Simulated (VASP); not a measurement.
## Pd2Pt: single point with PBE

The system is Pd2Pt.

```
Pd Pt
1.0
     0.00000    3.03411    3.03411
     3.03411    0.00000    3.03411
     3.03411    3.03411    0.00000
Pd Pt
2 1
Direct
  0.25000 0.25000 0.25000
  0.75000 0.75000 0.75000
  0.00000 0.00000 0.00000
```

```yaml
Program: VASP 6.6.1
Task: single point
Functional: PBE
Potentials_or_basis: VASP PAW PBE potentials, release 64 (Pd, Pt)
Cutoff: 520 eV
k_mesh: 14 × 14 × 14
Occupations: gaussian, width 0.1 eV
Spin: no spin polarisation
Dipole_correction: no
Further_INCAR_settings: ALGO = Fast; EDIFF = 1e-06; NBANDS = 22
```

```yaml
Pressure: -0.4 GPa
Band_gap_on_the_k_mesh: zero (band 15 reaches 7.51 eV, above the bottom of band 16 at 6.56 eV)
```

Levels at points of the mesh, in eV from the Fermi level:
| k point | band 11 | band 12 | band 13 | band 14 | band 15 | band 16 | band 17 | band 18 | band 19 | band 20 |
| --- | --- | --- | --- | --- | --- | --- | --- | --- | --- | --- |
| (0.00, 0.00, 0.00) | -0.50 | -0.50 | -0.47 | -0.47 | -0.46 | -0.46 | 8.73 | 9.73 | 9.73 | 9.73 |
| (0.50, 0.00, 0.00) | -2.03 | -1.23 | -0.68 | -0.68 | -0.02 | -0.02 | 1.00 | 7.38 | 7.38 | 9.14 |
| (0.50, 0.50, 0.00) | -1.24 | -0.90 | -0.52 | 0.22 | 0.22 | 0.83 | 1.34 | 2.59 | 2.59 | 8.15 |

Wall time 80 s on 1 thread of Intel(R) Xeon(R) 6975P-C (Granite Rapids) (shared host), peak memory 0.26 GiB.

Caveat: spin-orbit coupling is left out, which moves the levels of the heavy elements.
